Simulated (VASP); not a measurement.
A run of VASP 6.6.1 is set up as follows.

File INCAR:

```
PREC = Accurate ; ENCUT = 520
EDIFF = 1E-6 ; ISMEAR = 0
SIGMA = 0.024 ; LREAL = F
LASPH = T ; NELM = 100
ALGO = Fast ; ISIF = 2
LWAVE = F ; LCHARG = F
GGA = PE ; NBANDS = 22
```

KPOINTS

```
regular mesh
0
Gamma
  11 11 3
```

The input POSCAR:

```
Re
1.0
    2.7663873939      0.0000000000      0.0000000000
   -1.3831936969      2.3957617598      0.0000000000
    0.0000000000      0.0000000000      8.9388451600
Re
4
Direct
    0.6666666667      0.3333333333      0.7500000000
    0.0000000000      0.0000000000      0.5000000000
    0.3333333333      0.6666666667      0.2500000000
    0.0000000000      0.0000000000      0.0000000000
```

Potentials or basis: VASP PAW PBE potentials, release 64 (Re).

Launch:

```console
$ cat potpaw_PBE.64/Re/POTCAR > POTCAR
$ mpirun -np 1 vasp_std > vasp.out
```

(1) Estimate the band gap on the k mesh.

(2) Predict the pressure.

Answers

(1) zero (bands 14 and 15 overlap by 2.41 eV).

(2) 2.9 GPa.

Caveat: spin-orbit coupling is left out, which moves the levels of the heavy elements.
